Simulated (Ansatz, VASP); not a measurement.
## One calculation of Nb, two programs

The input INCAR:

```
PREC = Accurate
ENCUT = 600
EDIFF = 1E-6
ISMEAR = 0
SIGMA = 0.1
LREAL = F
LASPH = T
NELM = 60
ALGO = Normal
ISIF = 3
LWAVE = F
LCHARG = F
GGA = PS
IBRION = 2
NSW = 80
EDIFFG = -0.01
```

KPOINTS

```
regular mesh
0
Gamma
  18 18 18
```

POSCAR

```
Nb
1.0
   -1.6380649151      1.6380649151      1.6380649151
    1.6380649151     -1.6380649151      1.6380649151
    1.6380649151      1.6380649151     -1.6380649151
Nb
1
Direct
    0.0000000000      0.0000000000      0.0000000000
```

Input for Ansatz:

```yaml
crystal:
  lattice:
    - [-1.6380649151, 1.6380649151, 1.6380649151]
    - [1.6380649151, -1.6380649151, 1.6380649151]
    - [1.6380649151, 1.6380649151, -1.6380649151]
  atoms:
    - { symbol: Nb, position: [0.0, 0.0, 0.0] }
basis:
  ecutwfc: 420
kpoints:
  mp_grid: { grid: [18, 18, 18] }
hamiltonian:
  xc: pbesol
scf:
  occupations: { method: gaussian, width: 0.1 }
output:
  forces: true
  stress: true
  eigenvalues: true
  write_density: true
  write_potential: true
  elf: true
  volumetric_format: npy
relax:
  adjacent_minimum: "off"
  f_tol: 0.01
  max_steps: 60
  cell: { stress_tol: 0.1 }
```

Alike in both runs: task relaxation of cell and atoms; functional PBEsol; k mesh 18 × 18 × 18; occupations gaussian, width 0.1 eV; no spin polarisation.

|  | VASP | Ansatz |
| --- | --- | --- |
| version | VASP 6.6.1 | Ansatz 0.2.0 |
| potentials or method | VASP PAW PBE potentials, release 64 (Nb_sv), cutoff 600 eV | scalar-relativistic, plane waves, PAW |
| valence electrons in the cell | 13 | 13 |

```tsv
	VASP	Ansatz	Ansatz less VASP
gap on the k mesh at the Fermi level, each at its own relaxed structure (eV)	none	none	-
relaxed volume (Å³/atom)	17.50	17.52	+0.024
relaxed length of the cell vector where the two differ most in proportion (Å)	2.833	2.834	+0.0013
```

VASP's potentials were made for PBE, not for PBEsol. A gap of «none» marks a metal or a gap that the smearing closes.
